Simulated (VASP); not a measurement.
Wanted: the native input for a VASP 6.6.1 run.

- Task: single point
- Functional: PBE
- Potentials or basis: VASP PAW PBE potentials, release 64 (Cr_pv, O)
- Cutoff: 600 eV
- k mesh: 13 × 13 × 13
- Occupations: fermi-dirac, width 0.0612256 eV
- Spin: no spin polarisation
- Dipole correction: no
- Further INCAR settings: ALGO = Normal; EDIFF = 1e-06; NBANDS = 22

The structure of Cr2O (antifluorite type) lies in POSCAR:

```
Cr2O
1.0
    0.0000000000      2.5108491552      2.5108491552
    2.5108491552      0.0000000000      2.5108491552
    2.5108491552      2.5108491552      0.0000000000
Cr O
2 1
Direct
    0.2500000000      0.2500000000      0.2500000000
    0.7500000000      0.7500000000      0.7500000000
    0.0000000000      0.0000000000      0.0000000000
```

These files were run (other wordings do the same):

INCAR

```
PREC     = Accurate       # precision mode
ENCUT    = 600            # plane-wave cutoff, eV
EDIFF    = 1E-6           # SCF threshold, eV
ISMEAR   = -1             # smearing method
SIGMA    = 0.06122561905347299 # smearing width, eV
LREAL    = F              # projectors in reciprocal space
LASPH    = T              # aspherical terms in the spheres
NELM     = 120            # most SCF steps
ALGO     = Normal         # electronic algorithm
ISIF     = 2              # what is computed and relaxed
LWAVE    = F              # write WAVECAR
LCHARG   = F              # write CHGCAR
GGA      = PE             # functional
NBANDS   = 22             # bands
GGA_COMPAT= F
```

KPOINTS

```
Automatic mesh
0
Gamma
  13 13 13
```

Potentials or basis: VASP PAW PBE potentials, release 64 (Cr_pv, O).

Command:

```bash
$ cat potpaw_PBE.64/Cr_pv/POTCAR potpaw_PBE.64/O/POTCAR > POTCAR
$ mpirun -np 1 vasp_std > vasp.out
```

Results of the run:

```yaml
Pressure: -7.4 GPa
Band_gap_on_the_k_mesh: zero (bands 15 and 16 overlap by 0.96 eV)
```

Caveat: the cell stands under tension; the run has no spin polarisation, though such a crystal can be magnetic.

Run time: 42 s on 1 thread of AMD EPYC 9R45 96-Core Processor (Zen 5), on a shared host, peak memory 0.17 GiB.
